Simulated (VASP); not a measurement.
# CdSe (P6_3mc) in VASP: notebook

The runs below take CdSe through single point, with r2SCAN.

All numbers are computed with VASP 6.6.1; they aren't measurements. Logs are shortened: lines on timing, memory, paths and dates and some standing lists are left out, and cuts for length are marked.

**1. The cell of the first run**

The structure is hexagonal, space group P6_3mc (No. 186). Conventional cell: a = 4.362 Å, b = 4.362 Å, c = 7.046 Å, α = 90.00°, β = 90.00°, γ = 120.00°. Within 3.5 Å of Cd (site symmetry 3m) lie 4 Se at 2.66 Å. Se (site symmetry 3m) has 4 Cd at 2.66 Å within 3.5 Å.

**2. Single point, r2SCAN (in-plane strain +0.005, then relaxed in part)**

The input, POSCAR:

```
CdSe
1.0
    4.3617422409      0.0000000000      0.0000000000
   -2.1808711205      3.7773795854      0.0000000000
    0.0000000000      0.0000000000      7.0461775010
Cd Se
2 2
Direct
    0.3333333333      0.6666666667      0.0035370966
    0.6666666667      0.3333333333      0.5035370966
    0.3333333333      0.6666666667      0.3814629034
    0.6666666667      0.3333333333      0.8814629034
```

The input, INCAR.step1:

```
SYSTEM = CdSe
PREC = Accurate ; ENCUT = 520
ISMEAR = 0 ; SIGMA = 0.01
LREAL = .FALSE. ; LASPH = .TRUE.
NELM = 80 ; NBANDS = 26
GGA = PE ; ALGO = Normal
EDIFF = 1E-4 ; LWAVE = .TRUE.
LCHARG = .FALSE.
```

The input, INCAR.step2:

```
SYSTEM = CdSe
PREC = Accurate ; ENCUT = 520
EDIFF = 1E-6 ; ISMEAR = 0
SIGMA = 0.01 ; LREAL = .FALSE.
LASPH = .TRUE. ; NELM = 80
ALGO = Normal ; ISIF = 2
LWAVE = .FALSE. ; LCHARG = .FALSE.
METAGGA = R2SCAN ; LMIXTAU = .TRUE.
NBANDS = 26 ; ISTART = 1
```

The input, KPOINTS:

```
regular mesh
0
G
  6 6 4
  0 0 0
```

Potentials or basis: VASP PAW PBE potentials, release 64 (Cd, Se).

Command:

```console
$ cat potpaw_PBE.64/Cd/POTCAR potpaw_PBE.64/Se/POTCAR > POTCAR
$ cp INCAR.step1 INCAR
$ mpirun -np 1 vasp_std > vasp.out
$ cp INCAR.step2 INCAR
$ mpirun -np 1 vasp_std > vasp.out
```

OUTCAR:

```text
SYSTEM = CdSe
   PREC = Accurate
   ENCUT = 520
   EDIFF = 1E-6
   ISMEAR = 0
   LREAL = .FALSE.
   LASPH = .TRUE.
   NELM = 80
   ISIF = 2
   METAGGA = R2SCAN
   ISTART = 1

 ion  position               nearest neighbor table
   1  0.333  0.667  0.004-   4 2.66   4 2.66   4 2.66   3 2.66
   2  0.667  0.333  0.504-   3 2.66   3 2.66   3 2.66   4 2.66
   3  0.333  0.667  0.381-   2 2.66   2 2.66   2 2.66   1 2.66
   4  0.667  0.333  0.881-   1 2.66   1 2.66   1 2.66   2 2.66

  LATTYP: Found a hexagonal cell.
 ALAT       =     4.3617422409
 C/A-ratio  =     1.6154502288

  Lattice vectors:

 A1 = (   4.3617422409,   0.0000000000,   0.0000000000)
 A2 = (  -2.1808711205,   3.7773795854,   0.0000000000)
 A3 = (   0.0000000000,   0.0000000000,   7.0461775010)

Analysis of symmetry for initial positions (statically):
=====================================================================
 Subroutine PRICEL returns:
 Original cell was already a primitive cell.

 Routine SETGRP: Setting up the symmetry group for a
 hexagonal supercell.

 Subroutine GETGRP returns: Found 12 space group operations
 (whereof  6 operations were pure point group operations)
 out of a pool of 24 trial point group operations.

The static configuration has the point symmetry C_3v.
 The point group associated with its full space group is C_6v.

Analysis of symmetry for dynamics (positions and initial velocities):
=====================================================================
 Subroutine PRICEL returns:
 Original cell was already a primitive cell.

 Routine SETGRP: Setting up the symmetry group for a
 hexagonal supercell.

 Subroutine GETGRP returns: Found 12 space group operations
 (whereof  6 operations were pure point group operations)
 out of a pool of 24 trial point group operations.

The dynamic configuration has the point symmetry C_3v.
 The point group associated with its full space group is C_6v.

 Subroutine INISYM returns: Found 12 space group operations
 (whereof  6 operations are pure point group operations),
 and found     1 'primitive' translations

----------------------------------------------------------------------------------------

                                     Primitive cell

  volume of cell :     116.0925

  direct lattice vectors                    reciprocal lattice vectors
     4.361742241  0.000000000  0.000000000     0.229266184  0.132366893  0.000000000
    -2.180871120  3.777379585  0.000000000     0.000000000  0.264733786  0.000000000
     0.000000000  0.000000000  7.046177501     0.000000000  0.000000000  0.141920921

  length of vectors
     4.361742241  4.361742241  7.046177501     0.264733786  0.264733786  0.141920921

  position of ions in fractional coordinates (direct lattice)
     0.333333333  0.666666667  0.003537097
     0.666666667  0.333333333  0.503537097
     0.333333333  0.666666667  0.381462903
     0.666666667  0.333333333  0.881462903

  ion indices of the primitive-cell ions
   primitive index   ion index
                 1           1
                 2           2
                 3           3
                 4           4

----------------------------------------------------------------------------------------

 KPOINTS: regular mesh

Automatic generation of k-mesh.
 Grid dimensions read from file:
 generate k-points for:    6    6    4

 Generating k-lattice:

  Cartesian coordinates                     Fractional coordinates (reciprocal lattice)
     0.038211031  0.022061149  0.000000000     0.166666667 -0.000000000  0.000000000
     0.000000000  0.044122298  0.000000000     0.000000000  0.166666667  0.000000000
     0.000000000  0.000000000  0.035480230     0.000000000  0.000000000  0.250000000

  Length of vectors
     0.044122298  0.044122298  0.035480230

  Shift w.r.t. Gamma in fractional coordinates (k-lattice)
     0.000000000  0.000000000  0.000000000

 Subroutine IBZKPT returns following result:
 ===========================================

 Found     21 irreducible k-points:

 Following reciprocal coordinates:
            Coordinates               Weight
  0.000000  0.000000  0.000000      1.000000
  0.166667  0.000000  0.000000      6.000000
  0.333333 -0.000000  0.000000      6.000000
  0.500000 -0.000000  0.000000      3.000000
  0.166667  0.166667  0.000000      6.000000
  0.333333  0.166667  0.000000     12.000000
[... 13 lines left out ...]
  0.333333  0.166667  0.500000     12.000000
  0.333333  0.333333  0.500000      2.000000
   k-points           NKPTS =     21   k-points in BZ     NKDIM =     21   number of bands    NBANDS=     26
   number of dos      NEDOS =    301   number of ions     NIONS =      4
   total plane-waves  NPLWV =  55296
   dimension x,y,z NGX =    32 NGY =   32 NGZ =   54
   dimension x,y,z NGXF=    64 NGYF=   64 NGZF=  108
   ions per type =               2   2
   NGX,Y,Z   is equivalent  to a cutoff of  12.20, 12.20, 12.74 a.u.
   NGXF,Y,Z  is equivalent  to a cutoff of  24.39, 24.39, 25.48 a.u.
 SYSTEM =  CdSe
   PREC   = accura    normal or accurate (medium, high low for compatibility)
   ISTART =      1    job   : 0-new  1-cont  2-samecut
   ICHARG =      0    charge: 1-file 2-atom 10-const
   ISPIN  =      1    spin polarized calculation?
   LNONCOLLINEAR =      F non collinear calculations
   LSORBIT =      F    spin-orbit coupling
   LASPH  =      T    aspherical Exc in radial PAW
   ENCUT  =  520.0 eV  38.22 Ry    6.18 a.u.   8.11  8.11 13.10*2*pi/ulx,y,z
   NELM   =     80;   NELMIN=  2; NELMDL=  0     # of ELM steps
   EDIFF  = 0.1E-05   stopping-criterion for ELM
   LREAL  =      F    real-space projection
   EDIFFG = 0.1E-04   stopping-criterion for IOM
   NSW    =      0    number of steps for IOM
   IBRION =     -1    ionic relax: 0-MD 1-quasi-New 2-CG
   NFREE  =      0    steps in history (QN), initial steepest desc. (CG)
   ISIF   =      2    stress and relaxation
   ISYM   =      2    0-nonsym 1-usesym 2-fastsym
   POTIM  = 0.5000    time-step for ionic-motion
   TEBEG  =    0.0;   TEEND  =   0.0 temperature during run
   PSTRESS=    0.0 pullay stress
   NELECT =      36.0000    total number of electrons
   NUPDOWN=      -1.0000    fix difference up-down
   EMIN   =  10.00;   EMAX   =-10.00  energy-range for DOS
   EFERMI =   0.00;   METHOD = LEGACY
   ISMEAR =     0;   SIGMA  =   0.01  broadening in eV -4-tet -1-fermi 0-gaus
   EFERMI_NEDOS =   21; number of points for ismear=-14 and -15
   IALGO  =     38    algorithm
   IMIX   =      4    mixing-type and parameters
     AMIX     =   0.40;   BMIX     =  1.00
     AMIX_MAG =   1.60;   BMIX_MAG =  1.00
  volume/ion in A,a.u.               =      29.02       195.86
  Fermi-wavevector in a.u.,A,eV,Ry     =   1.108088  2.093983 16.706037  1.227859
  Thomas-Fermi vector in A             =   2.244611
   LORBIT       =      0    0 simple, 1 ext, 2 COOP (PROOUT), +10 PAW based schemes
   METAGGA = R2SCAN    functional components
   LHFCALC =     F    Hartree Fock is set to
   AEXX    =    0.0000 exact exchange contribution
   IVDW    =     0    specifies the selected vdW correction
   LEPSILON=     F    determine dielectric tensor
   LRPA    =     F    only Hartree local field effects (RPA)
 non-spin polarized calculation
 Gauss-broadening in eV      SIGMA  =   0.01
  energy-cutoff  :      520.00
  volume of cell :      116.09
 maximum number of plane-waves:      3138
   NGX = 17   NGY = 17   NGZ = 27

 number of electron      35.9999994 magnetization

 Free energy of the ion-electron system (eV)
  ---------------------------------------------------
  ext. energy  EPLUGINS =         0.00000000
  ---------------------------------------------------
  free energy    TOTEN  =       -71.82934838 eV

  energy without entropy =      -71.82934838  energy(sigma->0) =      -71.82934838

 E-fermi :   0.4326     XC(G=0):  -9.2701

 val. band max:        0.3899315482   @ k =   0.0000   0.0000   0.0000
 cond. band min:       1.4872035533   @ k =   0.0000   0.0000   0.0000
 fundamental gap:      1.0972720051
 Fermi energy:         0.4325801164

 k-point     1 :       0.0000    0.0000    0.0000
  band No.  band energies     occupation
      1     -12.4449      2.00000
      2     -12.0816      2.00000
      3      -7.6545      2.00000
      4      -7.6520      2.00000
      5      -7.6520      2.00000
      6      -7.5848      2.00000
[... 18 lines left out ...]
     25       7.9216      0.00000
     26       8.4919      0.00000

 k-point     2 :       0.1667    0.0000    0.0000
  band No.  band energies     occupation
      1     -12.3671      2.00000
      2     -12.0478      2.00000
      3      -7.6318      2.00000
      4      -7.6240      2.00000
      5      -7.5833      2.00000
      6      -7.5465      2.00000
[... 18 lines left out ...]
     25       8.0304      0.00000
     26       8.5483      0.00000

 k-point     3 :       0.3333   -0.0000    0.0000
  band No.  band energies     occupation
      1     -12.1975      2.00000
      2     -11.9916      2.00000
      3      -7.5895      2.00000
      4      -7.5785      2.00000
      5      -7.4741      2.00000
      6      -7.4690      2.00000
[... 18 lines left out ...]
     25       8.7152      0.00000
     26       9.1586      0.00000

 k-point     4 :       0.5000   -0.0000    0.0000
  band No.  band energies     occupation
      1     -12.0954      2.00000
      2     -11.9796      2.00000
      3      -7.5743      2.00000
      4      -7.5626      2.00000
      5      -7.4327      2.00000
      6      -7.4173      2.00000
[... 18 lines left out ...]
     25       8.7708      0.00000
     26      10.5301      0.00000

 k-point     5 :       0.1667    0.1667    0.0000
  band No.  band energies     occupation
      1     -12.2427      2.00000
      2     -12.0035      2.00000
      3      -7.5945      2.00000
      4      -7.5901      2.00000
      5      -7.5002      2.00000
      6      -7.4957      2.00000
[... 18 lines left out ...]
     25       8.7060      0.00000
     26       8.9674      0.00000

 k-point     6 :       0.3333    0.1667    0.0000
  band No.  band energies     occupation
      1     -12.0969      2.00000
      2     -11.9796      2.00000
      3      -7.5798      2.00000
      4      -7.5451      2.00000
      5      -7.4479      2.00000
      6      -7.4347      2.00000
[... 340 lines left out ...]
 k-point    18 :       0.5000   -0.0000    0.5000
  band No.  band energies     occupation
      1     -12.0306      2.00000
      2     -12.0306      2.00000
      3      -7.5416      2.00000
      4      -7.5416      2.00000
      5      -7.4945      2.00000
      6      -7.4945      2.00000
[... 18 lines left out ...]
     25       8.8496      0.00000
     26       8.8496      0.00000

 k-point    19 :       0.1667    0.1667    0.5000
  band No.  band energies     occupation
      1     -12.1179      2.00000
      2     -12.1179      2.00000
      3      -7.5553      2.00000
      4      -7.5553      2.00000
      5      -7.5342      2.00000
      6      -7.5342      2.00000
[... 18 lines left out ...]
     25       8.3987      0.00000
     26       8.3987      0.00000

 k-point    20 :       0.3333    0.1667    0.5000
  band No.  band energies     occupation
      1     -12.0313      2.00000
      2     -12.0313      2.00000
      3      -7.5288      2.00000
      4      -7.5288      2.00000
      5      -7.4988      2.00000
      6      -7.4988      2.00000
[... 18 lines left out ...]
     25       8.8449      0.00000
     26       8.8449      0.00000

 k-point    21 :       0.3333    0.3333    0.5000
  band No.  band energies     occupation
      1     -12.0031      2.00000
      2     -12.0031      2.00000
      3      -7.5100      2.00000
      4      -7.5100      2.00000
      5      -7.4948      2.00000
      6      -7.4948      2.00000
[... 18 lines left out ...]
     25       9.7105      0.00000
     26       9.7106      0.00000

------------------------ aborting loop because EDIFF is reached ----------------------------------------

  FORCE on cell =-STRESS in cart. coord.  units (eV):
  Direction    XX          YY          ZZ          XY          YZ          ZX
  --------------------------------------------------------------------------------------
  -------------------------------------------------------------------------------------
  Total       -0.1210026     -0.1210026      0.1734082      0.0000000      0.0000000      0.0000000
  in kB       -1.6699414     -1.6699414      2.3931831      0.0000000      0.0000000      0.0000000
  external PRESSURE =      -0.3155666 kB  Pullay stress =       0.0000000 kB

 VOLUME and BASIS-vectors are now :
 -----------------------------------------------------------------------------
  energy-cutoff  :      520.00
  volume of cell :      116.09
      direct lattice vectors                 reciprocal lattice vectors
     4.361742241  0.000000000  0.000000000     0.229266184  0.132366893  0.000000000
    -2.180871120  3.777379585  0.000000000     0.000000000  0.264733786  0.000000000
     0.000000000  0.000000000  7.046177501     0.000000000  0.000000000  0.141920921

 POSITION                                       TOTAL-FORCE (eV/Angst)
 -----------------------------------------------------------------------------------
     -0.00000      2.51825      0.02492         0.000000      0.000000     -0.000767
      2.18087      1.25913      3.54801        -0.000000     -0.000000     -0.000767
     -0.00000      2.51825      2.68786        -0.000000     -0.000000      0.000767
      2.18087      1.25913      6.21094        -0.000000     -0.000000      0.000767
 -----------------------------------------------------------------------------------
    total drift:                               -0.000000      0.000000      0.001585

  FREE ENERGIE OF THE ION-ELECTRON SYSTEM (eV)
  ---------------------------------------------------
  free  energy   TOTEN  =       -71.8293483780 eV

  energy  without entropy=      -71.8293483780  energy(sigma->0) =      -71.82934838
```

Run time: 5 min. Hardware: 1 thread of Intel Xeon 8259CL, shared host; peak memory 0.26 GiB.

What came out:

```
Free energy            : -71.8293 eV
Pressure               : 0.0 GPa
Band gap on the k mesh : 1.10 eV
```

Levels at points of the mesh, in eV from the valence-band top:
| k point | band 15 | band 16 | band 17 | band 18 | band 19 | band 20 | band 21 | band 22 |
| --- | --- | --- | --- | --- | --- | --- | --- | --- |
| (0.00, 0.00, 0.00) | -0.74 | -0.01 | 0.00 | 0.00 | 1.10 | 2.57 | 6.35 | 6.35 |
| (0.50, 0.00, 0.00) | -2.53 | -1.80 | -1.24 | -0.72 | 3.64 | 3.67 | 5.15 | 6.60 |
| (0.00, 0.00, 0.50) | -0.39 | -0.39 | -0.39 | -0.39 | 2.76 | 2.76 | 6.29 | 6.29 |
| (0.50, 0.00, 0.50) | -1.30 | -1.30 | -1.26 | -1.26 | 3.36 | 3.36 | 5.27 | 5.27 |

Caveat: the cell differs from its parent crystal (in-plane strain +0.005, then relaxed in part); the PAW data sets were made with another functional, which shifts forces and pressure a little.

**3. Single point, r2SCAN (in-plane strain +0.005)**

The input, POSCAR:

```
CdSe
1.0
    4.3617422409      0.0000000000      0.0000000000
   -2.1808711205      3.7773795854      0.0000000000
    0.0000000000      0.0000000000      7.0565035756
Cd Se
2 2
Direct
    0.3333333333      0.6666666667      0.0045374022
    0.6666666667      0.3333333333      0.5045374022
    0.3333333333      0.6666666667      0.3804625978
    0.6666666667      0.3333333333      0.8804625978
```

The input, INCAR.step1:

```
PREC = Accurate
ENCUT = 520
ISMEAR = 0
SIGMA = 0.01
LREAL = False
LASPH = True
NELM = 80
NBANDS = 26
GGA = PE
ALGO = Normal
EDIFF = 1E-4
LWAVE = True
LCHARG = False
```

The input, INCAR.step2:

```
PREC = Accurate
ENCUT = 520
EDIFF = 1E-7
ISMEAR = 0
SIGMA = 0.01
LREAL = False
LASPH = True
NELM = 80
ALGO = Normal
ISIF = 2
LWAVE = False
LCHARG = False
METAGGA = R2SCAN
LMIXTAU = True
NBANDS = 26
ISTART = 1
```

The input, KPOINTS:

```
Automatic mesh
0
Gamma
  6 6 4
```

Potentials or basis: VASP PAW PBE potentials, release 64 (Cd, Se).

Command:

```console
$ cat potpaw_PBE.64/Cd/POTCAR potpaw_PBE.64/Se/POTCAR > POTCAR
$ cp INCAR.step1 INCAR
$ mpirun -np 1 vasp_std > vasp.out
$ cp INCAR.step2 INCAR
$ mpirun -np 1 vasp_std > vasp.out
```

It took 7.4 min on 1 thread of Intel Xeon 8259CL, shared host; peak memory 0.27 GiB.

It converged, with:

| Property | Result |
| --- | --- |
| Free energy | -71.8289 eV |
| Pressure | -0.1 GPa |
| Largest force | 0.054 eV/Å |
| Band gap on the k mesh | 1.09 eV |

Forces on the atoms (eV/Å):
```
Cd   0.000  0.000 -0.054
Cd   0.000  0.000 -0.054
Se   0.000  0.000  0.054
Se   0.000  0.000  0.054
```

Stress tensor (GPa, compression positive):
```
-0.33  0.00  0.00
 0.00 -0.33  0.00
 0.00  0.00  0.35
```

Levels at points of the mesh, in eV from the valence-band top:
| k point | band 15 | band 16 | band 17 | band 18 | band 19 | band 20 | band 21 | band 22 |
| --- | --- | --- | --- | --- | --- | --- | --- | --- |
| (0.00, 0.00, 0.00) | -0.75 | -0.02 | 0.00 | 0.00 | 1.09 | 2.60 | 6.35 | 6.35 |
| (0.50, 0.00, 0.00) | -2.55 | -1.79 | -1.26 | -0.71 | 3.63 | 3.68 | 5.13 | 6.57 |
| (0.00, 0.00, 0.50) | -0.39 | -0.39 | -0.39 | -0.39 | 2.76 | 2.76 | 6.29 | 6.29 |
| (0.50, 0.00, 0.50) | -1.29 | -1.29 | -1.28 | -1.28 | 3.34 | 3.34 | 5.28 | 5.28 |

Caveat: the cell differs from its parent crystal (in-plane strain +0.005); the PAW data sets were made with another functional, which shifts forces and pressure a little.

(Continued in part 2 of 2.)
